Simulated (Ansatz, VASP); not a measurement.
Ta: VASP beside Ansatz

```xyz
1
Lattice="-1.6310 1.6310 1.6310 1.6310 -1.6310 1.6310 1.6310 1.6310 -1.6310" Properties=species:S:1:pos:R:3 pbc="T T T"
Ta    0.0000    0.0000    0.0000
```

Alike in both runs: task single point; functional r2SCAN; k mesh 22 × 22 × 22; occupations fermi-dirac, width 0.1 eV; no spin polarisation.

|  | VASP | Ansatz |
| --- | --- | --- |
| version | VASP 6.6.1 | Ansatz 0.2.0 |
| potentials or method | VASP PAW PBE potentials, release 64 (Ta_pv), cutoff 520 eV | plane waves (500 eV) with PAW, scalar-relativistic |
| valence electrons in the cell | 11 | 13 |

|  | VASP | Ansatz | Ansatz less VASP |
| --- | --- | --- | --- |
| pressure (GPa) | 9.6 | 8.8 | -0.78 |

VASP's potentials were made for PBE, not for r2SCAN. With one functional, cell and mesh, what is left measures potentials, basis and numerics. VASP's potentials hold 11 valence electrons a cell and Ansatz's 13, so a difference there can come from the potentials and not from the codes.

Neither program's run includes spin-orbit coupling.
